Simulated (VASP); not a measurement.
# LiF (Fm-3m) in VASP: further runs

Runs on LiF. Level: PBE. Tasks: density of states, vibrations by perturbation theory.

Everything below comes from runs of VASP 6.6.1. Logs are shortened: lines on timing, memory, paths and dates and some standing lists are left out, and cuts for length are marked.

### Step 1. The cell of the first run

Symmetry: Fm-3m, No. 225, cubic system. Conventional cell: a = 4.068 Å, b = 4.068 Å, c = 4.068 Å, α = 90.00°, β = 90.00°, γ = 90.00°. Within 2.7 Å of Li (site symmetry m-3m) lie 6 F at 2.03 Å. Within 2.7 Å of F (site symmetry m-3m) lie 6 Li at 2.03 Å.

### Step 2. Density of states, PBE

POSCAR

```
LiF
1.0
    0.0000000000      2.0339978206      2.0339978206
    2.0339978206      0.0000000000      2.0339978206
    2.0339978206      2.0339978206      0.0000000000
Li F
1 1
Direct
    0.5000000000      0.5000000000      0.5000000000
    0.0000000000      0.0000000000      0.0000000000
```

INCAR.step1

```
PREC = Accurate
ENCUT = 520
EDIFF = 1E-7
ISMEAR = 0
SIGMA = 0.02
LREAL = F
LASPH = T
NELM = 100
ALGO = Normal
ISIF = 2
LWAVE = F
LCHARG = T
GGA = PE
NBANDS = 12
```

KPOINTS.step1

```
Automatic mesh
0
Gamma
  10 10 10
```

INCAR.step2

```
PREC = Accurate
ENCUT = 520
EDIFF = 1E-7
ISMEAR = -5
SIGMA = 0.02
LREAL = F
LASPH = T
NELM = 100
ALGO = Normal
ISIF = 2
LWAVE = F
LCHARG = F
GGA = PE
LORBIT = 10
NBANDS = 12
NEDOS = 2001
ICHARG = 11
```

KPOINTS.step2

```
Automatic mesh
0
Gamma
  15 15 15
```

Potentials or basis: VASP PAW PBE potentials, release 64 (Li_sv, F).

Command:

```sh
> cat potpaw_PBE.64/Li_sv/POTCAR potpaw_PBE.64/F/POTCAR > POTCAR
> cp INCAR.step1 INCAR
> cp KPOINTS.step1 KPOINTS
> mpirun -np 1 vasp_std > vasp.out
> cp INCAR.step2 INCAR
> cp KPOINTS.step2 KPOINTS
> mpirun -np 1 vasp_std > vasp.out
```

OUTCAR:

```text
PREC = Accurate
   ENCUT = 520
   EDIFF = 1E-7
   ISMEAR = -5
   LREAL = F
   LASPH = T
   NELM = 100
   ISIF = 2
   GGA = PE
   LORBIT = 10
   ICHARG = 11

 ion  position               nearest neighbor table
   1  0.500  0.500  0.500-   2 2.03   2 2.03   2 2.03   2 2.03   2 2.03   2 2.03
   2  0.000  0.000  0.000-   1 2.03   1 2.03   1 2.03   1 2.03   1 2.03   1 2.03

  LATTYP: Found a face centered cubic cell.
 ALAT       =     4.0679956412

  Lattice vectors:

 A1 = (   0.0000000000,   2.0339978206,   2.0339978206)
 A2 = (   2.0339978206,   0.0000000000,   2.0339978206)
 A3 = (   2.0339978206,   2.0339978206,   0.0000000000)

Analysis of symmetry for initial positions (statically):
=====================================================================
 Subroutine PRICEL returns:
 Original cell was already a primitive cell.

 Routine SETGRP: Setting up the symmetry group for a
 face centered cubic supercell.

 Subroutine GETGRP returns: Found 48 space group operations
 (whereof 48 operations were pure point group operations)
 out of a pool of 48 trial point group operations.

The static configuration has the point symmetry O_h .

Analysis of symmetry for dynamics (positions and initial velocities):
=====================================================================
 Subroutine PRICEL returns:
 Original cell was already a primitive cell.

 Routine SETGRP: Setting up the symmetry group for a
 face centered cubic supercell.

 Subroutine GETGRP returns: Found 48 space group operations
 (whereof 48 operations were pure point group operations)
 out of a pool of 48 trial point group operations.

The dynamic configuration has the point symmetry O_h .

 Subroutine INISYM returns: Found 48 space group operations
 (whereof 48 operations are pure point group operations),
 and found     1 'primitive' translations

----------------------------------------------------------------------------------------

                                     Primitive cell

  volume of cell :      16.8299

  direct lattice vectors                    reciprocal lattice vectors
     0.000000000  2.033997821  2.033997821    -0.245821306  0.245821306  0.245821306
     2.033997821  0.000000000  2.033997821     0.245821306 -0.245821306  0.245821306
     2.033997821  2.033997821  0.000000000     0.245821306  0.245821306 -0.245821306

  length of vectors
[... 94 lines left out ...]
   PSTRESS=    0.0 pullay stress
   NELECT =      10.0000    total number of electrons
   NUPDOWN=      -1.0000    fix difference up-down
   EMIN   =  10.00;   EMAX   =-10.00  energy-range for DOS
   EFERMI =   0.00;   METHOD = LEGACY
   ISMEAR =    -5;   SIGMA  =   0.02  broadening in eV -4-tet -1-fermi 0-gaus
   EFERMI_NEDOS =   21; number of points for ismear=-14 and -15
   IALGO  =     38    algorithm
   IMIX   =      4    mixing-type and parameters
     AMIX     =   0.40;   BMIX     =  1.00
     AMIX_MAG =   1.60;   BMIX_MAG =  1.00
  volume/ion in A,a.u.               =       8.41        56.79
  Fermi-wavevector in a.u.,A,eV,Ry     =   1.376304  2.600837 25.772326  1.894213
  Thomas-Fermi vector in A             =   2.501561
   LORBIT       =     10    0 simple, 1 ext, 2 COOP (PROOUT), +10 PAW based schemes
   GGA     = PE    functional components
   LHFCALC =     F    Hartree Fock is set to
   AEXX    =    0.0000 exact exchange contribution
   IVDW    =     0    specifies the selected vdW correction
   LEPSILON=     F    determine dielectric tensor
   LRPA    =     F    only Hartree local field effects (RPA)
 non-spin polarized calculation
 Fermi weights with tetrahedron method with Bloechl corrections
  energy-cutoff  :      520.00
  volume of cell :       16.83
 maximum number of plane-waves:       467
 NGX is ok and might be reduce to    24

 number of electron       9.9999992 magnetization

 Free energy of the ion-electron system (eV)
  ---------------------------------------------------
  ext. energy  EPLUGINS =         0.00000000
  ---------------------------------------------------
  free energy    TOTEN  =        -9.64088786 eV

  energy without entropy =       -9.64088786  energy(sigma->0) =       -9.64088786

 E-fermi :  -1.1612     XC(G=0):  -9.8389

 val. band max:       -1.1935458770   @ k =  -0.0667   0.0667   0.0000
 cond. band min:       7.6345812284   @ k =   0.0000   0.0000   0.0000
 fundamental gap:      8.8281271053
 Fermi energy:        -1.1611876575

 k-point     1 :       0.0000    0.0000    0.0000
  band No.  band energies     occupation
      1     -42.1831      2.00000
      2     -21.0886      2.00000
      3      -1.1944      2.00000
      4      -1.1944      2.00000
      5      -1.1944      2.00000
      6       7.6346      0.00000
      7      22.3820      0.00000
      8      22.3820      0.00000
      9      22.3820      0.00000
     10      22.8376      0.00000
     11      22.8376      0.00000
     12      22.8376      0.00000
[... 331 lines left out ...]
 k-point    24 :       0.2000    0.1333    0.0000
  band No.  band energies     occupation
      1     -42.1651      2.00000
      2     -20.9442      2.00000
      3      -1.9663      2.00000
      4      -1.4337      2.00000
      5      -1.4064      2.00000
      6       8.7761      0.00000
      7      18.2102      0.00000
      8      19.6074      0.00000
      9      19.6678      0.00000
     10      20.8085      0.00000
     11      27.5338      0.00000
     12      27.6408      0.00000

 [... further k-points ...]
[... 5 lines left out ...]
  --------------------------------------------------------------------------------------
  -------------------------------------------------------------------------------------
  Total       -0.0462091     -0.0462091     -0.0462091     -0.0000000     -0.0000000      0.0000000
  in kB       -4.3990242     -4.3990242     -4.3990242     -0.0000000     -0.0000000      0.0000000
  external PRESSURE =      -4.3990242 kB  Pullay stress =       0.0000000 kB

 VOLUME and BASIS-vectors are now :
 -----------------------------------------------------------------------------
  energy-cutoff  :      520.00
  volume of cell :       16.83
      direct lattice vectors                 reciprocal lattice vectors
     0.000000000  2.033997821  2.033997821    -0.245821306  0.245821306  0.245821306
     2.033997821  0.000000000  2.033997821     0.245821306 -0.245821306  0.245821306
     2.033997821  2.033997821  0.000000000     0.245821306  0.245821306 -0.245821306

 POSITION                                       TOTAL-FORCE (eV/Angst)
 -----------------------------------------------------------------------------------
      2.03400      2.03400      2.03400         0.000000      0.000000      0.000000
      0.00000      0.00000      0.00000         0.000000      0.000000     -0.000000
 -----------------------------------------------------------------------------------
    total drift:                                0.000000     -0.000000     -0.000000

  FREE ENERGIE OF THE ION-ELECTRON SYSTEM (eV)
  ---------------------------------------------------
  free  energy   TOTEN  =        -9.6408878628 eV

  energy  without entropy=       -9.6408878628  energy(sigma->0) =       -9.64088786

 total charge

# of ion       s       p       d       tot
------------------------------------------
    1        2.015   0.045   0.000   2.060
    2        1.729   4.404   0.000   6.133
--------------------------------------------------
tot          3.744   4.449   0.000   8.192
```

OUTCAR.step1:

```text
PREC = Accurate
   ENCUT = 520
   EDIFF = 1E-7
   ISMEAR = 0
   LREAL = F
   LASPH = T
[... 583 lines left out ...]
 -----------------------------------------------------------------------------------
      2.03400      2.03400      2.03400         0.000000      0.000000      0.000000
      0.00000      0.00000      0.00000         0.000000      0.000000      0.000000
 -----------------------------------------------------------------------------------
    total drift:                                0.000000     -0.000000     -0.000000

  FREE ENERGIE OF THE ION-ELECTRON SYSTEM (eV)
  ---------------------------------------------------
  free  energy   TOTEN  =        -9.6409438655 eV

  energy  without entropy=       -9.6409438655  energy(sigma->0) =       -9.64094387
```

OSZICAR.step1:

```text
N       E                     dE             d eps       ncg     rms          rms(c)
DAV:   1     0.293216951187E+02    0.29322E+02   -0.52621E+03  1136   0.853E+02
DAV:   2    -0.804574404340E+01   -0.37367E+02   -0.36529E+02  1344   0.188E+02
DAV:   3    -0.101135424225E+02   -0.20678E+01   -0.20459E+01  1692   0.320E+01
DAV:   4    -0.101525072944E+02   -0.38965E-01   -0.38961E-01  1300   0.434E+00
DAV:   5    -0.101527942315E+02   -0.28694E-03   -0.28694E-03  1400   0.295E-01    0.455E+00
DAV:   6    -0.962958025378E+01    0.52321E+00   -0.25542E+00  1256   0.981E+00    0.141E+00
DAV:   7    -0.963386930673E+01   -0.42891E-02   -0.17607E-02  1516   0.117E+00    0.867E-01
DAV:   8    -0.964082636711E+01   -0.69571E-02   -0.15632E-02  1368   0.129E+00    0.113E-01
DAV:   9    -0.964085353754E+01   -0.27170E-04   -0.93663E-04  1300   0.274E-01    0.437E-02
DAV:  10    -0.964094031875E+01   -0.86781E-04   -0.14378E-04  1308   0.923E-02    0.153E-02
DAV:  11    -0.964094327271E+01   -0.29540E-05   -0.64279E-06  1440   0.238E-02    0.162E-03
DAV:  12    -0.964094380321E+01   -0.53050E-06   -0.52627E-07  1344   0.634E-03    0.933E-04
DAV:  13    -0.964094386551E+01   -0.62298E-07   -0.53157E-08   940   0.204E-03
   1 F= -.96409439E+01 E0= -.96409439E+01  d E =-.341333E-24
```

It took 9.5 s on 1 thread of Intel Xeon 6975P-C (Granite Rapids), shared host; peak memory 0.13 GiB.

Results:

| Property | Result |
| --- | --- |
| Valence electrons inside the program's atomic spheres | Li 2.06; F 6.13 |

Caveat: the cutoff is under 1.25 times the usual one of these potentials, so pressure, stress and relaxed cells hold a basis-set (Pulay) error.

### Step 3. Vibrations by perturbation theory, PBE

INCAR

```
SYSTEM = LiF
  PREC = Accurate
  ENCUT = 520
  EDIFF = 1E-8
  ISMEAR = 0
  SIGMA = 0.01
  LREAL = .False.
  LASPH = .True.
  NELM = 60
  ALGO = Normal
  ISIF = 2
  LWAVE = .False.
  LCHARG = .False.
  GGA = PE
  IBRION = 8
  NSW = 1
  LEPSILON = .True.
```

KPOINTS

```
Automatic mesh
0
Gamma
  12 12 12
  0 0 0
```

POSCAR is that of step 2.

Potentials or basis: VASP PAW PBE potentials, release 64 (Li_sv, F).

Command:

```sh
> cat potpaw_PBE.64/Li_sv/POTCAR potpaw_PBE.64/F/POTCAR > POTCAR
> mpirun -np 1 vasp_std > vasp.out
```

OUTCAR:

```text
SYSTEM = LiF
   PREC = Accurate
   ENCUT = 520
   EDIFF = 1E-8
   ISMEAR = 0
   LREAL = .False.
   LASPH = .True.
   NELM = 60
   ISIF = 2
   GGA = PE
   IBRION = 8
   NSW = 1
   LEPSILON = .True.

 ion  position               nearest neighbor table
   1  0.500  0.500  0.500-   2 2.03   2 2.03   2 2.03   2 2.03   2 2.03   2 2.03
   2  0.000  0.000  0.000-   1 2.03   1 2.03   1 2.03   1 2.03   1 2.03   1 2.03

  LATTYP: Found a face centered cubic cell.
 ALAT       =     4.0679956412

  Lattice vectors:

 A1 = (   0.0000000000,   2.0339978206,   2.0339978206)
 A2 = (   2.0339978206,   0.0000000000,   2.0339978206)
 A3 = (   2.0339978206,   2.0339978206,   0.0000000000)

Analysis of symmetry for initial positions (statically):
=====================================================================
 Subroutine PRICEL returns:
 Original cell was already a primitive cell.
[... 591 lines left out ...]

 SECOND DERIVATIVES (NOT SYMMETRIZED)
 ------------------------------------
               1X          1Y          1Z          2X          2Y          2Z
  1X    -1.397667    0.000000    0.000000    1.397667    0.000000    0.000000
  1Y     0.000000   -1.397667    0.000000    0.000000    1.397667    0.000000
  1Z     0.000000    0.000000   -1.397667    0.000000    0.000000    1.397667
  2X     1.378542    0.000000    0.000000   -1.378542    0.000000    0.000000
  2Y     0.000000    1.378542    0.000000    0.000000   -1.378542    0.000000
  2Z     0.000000    0.000000    1.378542    0.000000    0.000000   -1.378542

 Eigenvectors and eigenvalues of the dynamical matrix
 ----------------------------------------------------

   1 f  =    8.152538 THz    51.223905 2PiTHz  271.939386 cm-1    33.716172 meV
             X         Y         Z           dx          dy          dz
      2.033998  2.033998  2.033998     0.856252   -0.000000    0.000000
      0.000000  0.000000  0.000000    -0.516558    0.000000    0.000000
[... 21 lines left out ...]
   6 f/i=    0.024842 THz     0.156084 2PiTHz    0.828625 cm-1     0.102736 meV
             X         Y         Z           dx          dy          dz
      2.033998  2.033998  2.033998    -0.433005    0.281203    0.016250
      0.000000  0.000000  0.000000    -0.717754    0.466124    0.026936

--------------------------------------------------------------------------------------------------------

 MACROSCOPIC STATIC DIELECTRIC TENSOR IONIC CONTRIBUTION
 ------------------------------------------------------
           8.598137     0.000000     0.000000
           0.000000     8.598137    -0.000000
           0.000000    -0.000000     8.598137
 ------------------------------------------------------

 ELASTIC MODULI CONTR FROM IONIC RELAXATION (kBar)
 Direction    XX          YY          ZZ          XY          YZ          ZX
 --------------------------------------------------------------------------------
 XX           0.0000      0.0000      0.0000      0.0000      0.0000      0.0000
 YY           0.0000      0.0000      0.0000      0.0000      0.0000      0.0000
 ZZ           0.0000      0.0000      0.0000      0.0000      0.0000      0.0000
 XY           0.0000      0.0000      0.0000      0.0000      0.0000      0.0000
 YZ           0.0000      0.0000      0.0000      0.0000      0.0000      0.0000
 ZX           0.0000      0.0000      0.0000      0.0000      0.0000      0.0000
 --------------------------------------------------------------------------------

 PIEZOELECTRIC TENSOR IONIC CONTR  for field in x, y, z        (C/m^2)
          XX          YY          ZZ          XY          YZ          ZX
  --------------------------------------------------------------------------------
  x     0.00000     0.00000     0.00000     0.00000     0.00000     0.00000
  y     0.00000     0.00000     0.00000     0.00000     0.00000     0.00000
  z     0.00000     0.00000     0.00000     0.00000     0.00000     0.00000
```

It took 2 min on 1 thread of Intel Xeon 6975P-C (Granite Rapids), shared host; peak memory 0.18 GiB.

What came out:

```yaml
Electronic_dielectric_tensor_diagonal: 2.05
Born_charges_mean_of_the_diagonal: Li +1.05; F -1.05 e
Highest_phonon_frequency_at_Γ_LO-TO_splitting_left_out: 272 cm⁻¹
```

Phonon frequencies in cm⁻¹ (negative: imaginary):
```csv
q point,frequencies
"(0.000, 0.000, 0.000)",-1 -1 -1 272 272 272
```

Electronic dielectric tensor:
```
2.05 0.00 0.00
0.00 2.05 0.00
0.00 0.00 2.05
```

Born effective charge tensors (e):
atom 1, Li
```
1.05 0.00 0.00
0.00 1.05 0.00
0.00 0.00 1.05
```
atom 2, F
```
-1.05  0.00  0.00
 0.00 -1.05  0.00
 0.00  0.00 -1.05
```

Caveat: the cutoff is under 1.25 times the usual one of these potentials, so pressure, stress and relaxed cells hold a basis-set (Pulay) error.
